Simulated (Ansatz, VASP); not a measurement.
# Ti5C in VASP and in Ansatz

```
Ti C
1.0
     5.43274    0.00000    0.00000
    -2.71637    4.70489    0.00000
     0.00000    0.00000    3.52535
Ti C
5 1
Direct
  0.00000 0.27610 0.00000
  0.72390 0.72390 0.00000
  0.27610 0.00000 0.00000
  0.66667 0.33333 0.50000
  0.33333 0.66667 0.50000
  0.00000 0.00000 0.50000
```

Change from the starting cell: species swapped into the Mg5Sn type (P-62m, No. 189).

Alike in both runs: functional PBE; k mesh 6 × 6 × 6; occupations gaussian, width 0.1 eV; no spin polarisation.

Ansatz relaxed the structure, and its values are those at the end. VASP's run is a single point on that final structure, the one shown.

|  | VASP | Ansatz |
| --- | --- | --- |
| version | VASP 6.6.1 | Ansatz 0.2.0 |
| potentials or method | VASP PAW PBE potentials, release 64 (Ti_sv, C), cutoff 520 eV | scalar-relativistic, plane waves, PAW |
| valence electrons in the cell | 64 | 64 |

```tsv
	VASP	Ansatz	Ansatz less VASP
gap on the k mesh at the Fermi level (eV)	none	none	-
pressure (GPa)	-0.1	0.0	+0.10
rms of the force components (eV/Å)	0.014	0.007	-0.0067
```

A gap of «none» marks a metal or a gap that the smearing closes.
